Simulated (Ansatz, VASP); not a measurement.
**Pb in VASP and in Ansatz**

```
CELL_PARAMETERS angstrom
0.00000 3.36880 3.36880
3.36880 0.00000 3.36880
3.36880 3.36880 0.00000
ATOMIC_POSITIONS crystal
Pb 0.00000 0.00000 0.00000
Pb 0.25000 0.25000 0.25000
```

Change from the starting cell: volume scaled by 0.94, crystal datasets.

Alike in both runs: task electric field gradients; functional LDA; k mesh 8 × 8 × 8; occupations fermi-dirac, width 0.05 eV; no spin polarisation.

|  | VASP | Ansatz |
| --- | --- | --- |
| version | VASP 6.6.1 | Ansatz 0.2.0 |
| potentials or method | VASP PAW LDA potentials, release 64 (Pb_d), cutoff 520 eV | all-electron PAW with datasets made for the crystal, scalar-relativistic |

|  | VASP | Ansatz | Ansatz less VASP |
| --- | --- | --- | --- |
| pressure (GPa) | 1.5 | 1.4 | -0.05 |

LDA's correlation is that of Perdew and Zunger in VASP and of Perdew and Wang (1992) in Ansatz. Ansatz ran all-electron here, and VASP with PAW potentials.

Spin-orbit coupling is off throughout.
